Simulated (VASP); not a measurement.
Here is a VASP 6.6.1 calculation.

The input INCAR:

```
SYSTEM = GaSb
PREC     = Accurate       ! precision mode
ENCUT    = 520            ! plane-wave cutoff, eV
EDIFF    = 1E-6           ! SCF threshold, eV
ISMEAR   = -1             ! smearing method
SIGMA    = 0.02           ! smearing width, eV
LREAL    = .FALSE.        ! projectors in reciprocal space
LASPH    = .TRUE.         ! aspherical terms in the spheres
NELM     = 100            ! most SCF steps
ALGO     = Normal         ! electronic algorithm
ISIF     = 2              ! what is computed and relaxed
LWAVE    = .FALSE.        ! write WAVECAR
LCHARG   = .FALSE.        ! write CHGCAR
GGA      = PE             ! functional
NBANDS   = 16             ! bands
```

Contents of KPOINTS:

```
Automatic mesh
0
G
  6 6 6
  0 0 0
```

The input POSCAR:

```
GaSb
1.0
    3.5818184809      0.0000000000      0.0000000000
    0.0000000000      3.5818184809      0.0000000000
    0.0000000000      0.0000000000      3.5818184809
Ga Sb
1 1
Direct
    0.0000000000      0.0000000000      0.0000000000
    0.5000000000      0.5000000000      0.5000000000
```

Potentials or basis: VASP PAW PBE potentials, release 64 (Ga_d, Sb).

Command:

```bash
$ cat potpaw_PBE.64/Ga_d/POTCAR potpaw_PBE.64/Sb/POTCAR > POTCAR
$ mpirun -np 1 vasp_std > vasp.out
```

Task: What does it give for the pressure?

Result: 1.0 GPa.

Task: Estimate the band gap on the k mesh.

Result: Zero (band 9 reaches 8.91 eV, above the bottom of band 10 at 4.76 eV).

Caveat: spin-orbit coupling is left out, which moves the levels of the heavy elements.
